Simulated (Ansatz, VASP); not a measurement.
Mo in VASP and in Ansatz

```
Mo
1.0
    -1.58028    1.58028    1.58028
     1.58028   -1.58028    1.58028
     1.58028    1.58028   -1.58028
Mo
1
Direct
  0.00000 0.00000 0.00000
```

Alike in both runs: functional PBE; k mesh 18 × 18 × 18; occupations fermi-dirac, width 0.05 eV; no spin polarisation.

Ansatz relaxed the structure, and its values are those at the end. VASP's run is a single point on that final structure, the one shown.

```csv
,VASP,Ansatz
version,VASP 6.6.1,Ansatz 0.2.0
potentials or method,"VASP PAW PBE potentials, release 64 (Mo_sv)","PAW with Ansatz's default frozen-core files, scalar-relativistic"
plane-wave cutoff (eV),520,420
valence electrons in the cell,14,14
```

Ansatz gave:

| Quantity | Value |
| --- | --- |
| pressure (GPa) | 0.0 |

**Question.** Estimate VASP's values.

**Answer.** Pressure (GPa): 0.5.
